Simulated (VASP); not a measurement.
The system is BiS7.

```xyz
8
Lattice="3.8202 0.0000 0.0000 0.0000 3.8202 0.0000 0.0000 0.0000 11.2558" Properties=species:S:1:pos:R:3 pbc="T T T"
Bi    0.0000    0.0000    0.0000
S     1.9101    1.9101    3.2206
S     1.9101    1.9101    8.0351
S     1.9101    1.9101    0.0000
S     0.0000    0.0000    3.1014
S     0.0000    0.0000    8.1543
S     0.0000    0.0000    5.6279
S     1.9101    1.9101    5.6279
```

* Program: VASP 6.6.1
* Task: relaxation of cell and atoms
* Functional: PBE
* Potentials or basis: VASP PAW PBE potentials, release 64 (Bi_d, S)
* Cutoff: 600 eV
* k mesh: 8 × 8 × 4
* Occupations: gaussian, width 0.1 eV
* Spin: no spin polarisation

At the start: pressure -0.8 GPa; volume 20.53 Å³/atom.

**Question.** Where does the relaxation end?

**Answer.** Over 7 steps the energy falls by 4.8 meV/atom and the volume is 20.23 Å³/atom (-1.5 %); space group P4/mmm (No. 123, to 0.05 Å).

Step by step:
```
step  energy change (eV)  largest force (eV/Å)  pressure (GPa)  volume (Å³)
   1              0.0000                0.2576           -0.84       164.26
   2             -0.0342                0.1760            0.20       161.68
   3             -0.0343                0.1703            0.18       161.74
   4             -0.0376                0.0837           -0.03       162.09
   5             -0.0382                0.0162           -0.19       162.37
   6             -0.0382                0.0258           -0.17       162.33
   7             -0.0386                0.0069            0.05       161.83
```

Final structure:
```yaml
crystal:
  lattice:
    - [3.82983, 0.00000, 0.00000]
    - [0.00000, 3.82983, 0.00000]
    - [0.00000, 0.00000, 11.03287]
  atoms:
    - { symbol: Bi, position: [0.00000, 0.00000, 0.00000] }
    - { symbol: S, position: [0.50000, 0.50000, 0.28498] }
    - { symbol: S, position: [0.50000, 0.50000, 0.71502] }
    - { symbol: S, position: [0.50000, 0.50000, 0.00000] }
    - { symbol: S, position: [0.00000, 0.00000, 0.27786] }
    - { symbol: S, position: [0.00000, 0.00000, 0.72214] }
    - { symbol: S, position: [0.00000, 0.00000, 0.50000] }
    - { symbol: S, position: [0.50000, 0.50000, 0.50000] }
```
